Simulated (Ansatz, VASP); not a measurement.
**GaAs: VASP beside Ansatz**

```xyz
2
Lattice="0.0000 2.8750 2.8750 2.8750 0.0000 2.8750 2.8750 2.8750 0.0000" Properties=species:S:1:pos:R:3 pbc="T T T"
Ga    0.0000    0.0000    0.0000
As    1.4375    1.4375    1.4375
```

Alike in both runs: task relaxation of cell and atoms; functional PBE; k mesh 16 × 16 × 16; occupations gaussian, width 0.02 eV; no spin polarisation.

|  | VASP | Ansatz |
| --- | --- | --- |
| version | VASP 6.6.1 | Ansatz 0.2.0 |
| potentials or method | VASP PAW PBE potentials, release 64 (Ga_d, As) | scalar-relativistic, plane waves, PAW |
| plane-wave cutoff (eV) | 600 | 420 |
| valence electrons in the cell | 18 | 28 |

VASP gave:

* gap on the k mesh at the Fermi level, each at its own relaxed structure (eV): 0.15
* relaxed volume (Å³/atom): 23.76
* relaxed length of the cell vector where the two differ most in proportion (Å): 4.066

Question: What did Ansatz give for the same quantities?

Answer: gap on the k mesh at the Fermi level, each at its own relaxed structure (eV): 0.16; relaxed volume (Å³/atom): 23.71; relaxed length of the cell vector where the two differ most in proportion (Å): 4.063.

VASP's potentials hold 18 valence electrons a cell and Ansatz's 28, so a difference there can come from the potentials and not from the codes.

Noted on VASP's run: the relaxation stopped at its first step, so nothing moved.
